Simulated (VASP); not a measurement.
Set up this calculation in VASP 6.6.1, as the native input.

| Property | Result |
| --- | --- |
| Task | relaxation of cell and atoms |
| Functional | PBEsol |
| Potentials or basis | VASP PAW PBE potentials, release 64 (La, As, Ru_pv, O) |
| Cutoff | 600 eV |
| k mesh | 8 × 8 × 4 |
| Occupations | gaussian, width 0.1 eV |
| Spin | no spin polarisation |
| Dipole correction | no |
| Further INCAR settings | ALGO = Normal; EDIFF = 1e-06; IBRION = 2; EDIFFG = -0.005; NSW = 70; ISIF = 3 |

The structure of LaAsRuO lies in POSCAR:

```
LaAsRuO
1.0
    4.1414199425      0.0000000000      0.0000000000
    0.0000000000      4.1414199425      0.0000000000
    0.0000000000      0.0000000000      8.5881253615
La As Ru O
2 2 2 2
Direct
    0.5000000000      0.0000000000      0.1394829490
    0.0000000000      0.5000000000      0.8605170510
    0.5000000000      0.0000000000      0.6508561182
    0.0000000000      0.5000000000      0.3491438818
    0.0000000000      0.0000000000      0.5000000000
    0.5000000000      0.5000000000      0.5000000000
    0.0000000000      0.0000000000      0.0000000000
    0.5000000000      0.5000000000      0.0000000000
```

These files were run (other wordings do the same):

INCAR

```
SYSTEM = LaAsRuO
  PREC = Accurate
  ENCUT = 600
  EDIFF = 1E-6
  ISMEAR = 0
  SIGMA = 0.1
  LREAL = .False.
  LASPH = .True.
  NELM = 60
  ALGO = Normal
  ISIF = 3
  LWAVE = .False.
  LCHARG = .False.
  GGA = PS
  IBRION = 2
  NSW = 70
  EDIFFG = -0.005
```

KPOINTS

```
regular mesh
0
Gamma
  8 8 4
  0 0 0
```

Potentials or basis: VASP PAW PBE potentials, release 64 (La, As, Ru_pv, O).

Command:

```bash
$ cat potpaw_PBE.64/La/POTCAR potpaw_PBE.64/As/POTCAR potpaw_PBE.64/Ru_pv/POTCAR potpaw_PBE.64/O/POTCAR > POTCAR
$ mpirun -np 1 vasp_std > vasp.out
```

It gave:

| Item | Value |
| --- | --- |
| Relaxed volume | 17.62 Å³/atom |
| Relaxed cell | a = 4.088 Å, b = 4.088 Å, c = 8.433 Å, α = 90.00°, β = 90.00°, γ = 90.00° |
| Space group after relaxing (to 0.1 Å) | P4/nmm (No. 129) |
| Energy gained by relaxing | 11.7 meV/atom |
| Ionic steps | 11 |
| Pressure after relaxing | 0.0 GPa |
| Largest force after relaxing | 0.004 eV/Å |
| Band gap on the k mesh | zero (bands 36 and 37 overlap by 0.74 eV) |

Caveat: the PAW data sets were made with another functional, which shifts forces and pressure a little; spin-orbit coupling is left out, which moves the levels of the heavy elements.

Run time: 110 min on 1 thread of Intel Xeon 8259CL, with other jobs on the host, peak memory 0.57 GiB.
